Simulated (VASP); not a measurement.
A run of VASP 6.6.1 is set up as follows.

INCAR

```
SYSTEM = W
PREC = Accurate ; ENCUT = 520
EDIFF = 1E-7 ; ISMEAR = -1
SIGMA = 0.05 ; LREAL = .False.
LASPH = .True. ; NELM = 80
ALGO = Fast ; ISIF = 2
LWAVE = .False. ; LCHARG = .True.
GGA = CA ; LELF = .True.
LVHAR = .True. ; NBANDS = 66
```

File KPOINTS:

```
regular mesh
0
Gamma
  5 5 5
  0 0 0
```

Contents of POSCAR:

```
W
1.0
    5.0018698405      0.0000000000      0.0000000000
    0.0000000000      5.0018698405      0.0000000000
    0.0000000000      0.0000000000      5.0018698405
W
8
Direct
    0.5000000000      0.2500000000      0.0000000000
    0.5000000000      0.7500000000      0.0000000000
    0.7500000000      0.0000000000      0.5000000000
    0.2500000000      0.0000000000      0.5000000000
    0.0000000000      0.5000000000      0.7500000000
    0.0000000000      0.5000000000      0.2500000000
    0.5000000000      0.5000000000      0.5000000000
    0.0000000000      0.0000000000      0.0000000000
```

Potentials or basis: VASP PAW LDA potentials, release 64 (W_sv).

Launch:

```bash
$ cat potpaw_LDA.64/W_sv/POTCAR > POTCAR
$ mpirun -np 1 vasp_std > vasp.out
```

Question: Predict the pressure.

Answer: 2.0 GPa.

Question: What does it give for the band gap on the k mesh?

Answer: Zero (bands 56 and 57 overlap by 0.62 eV).

Caveat: spin-orbit coupling is left out, which moves the levels of the heavy elements.
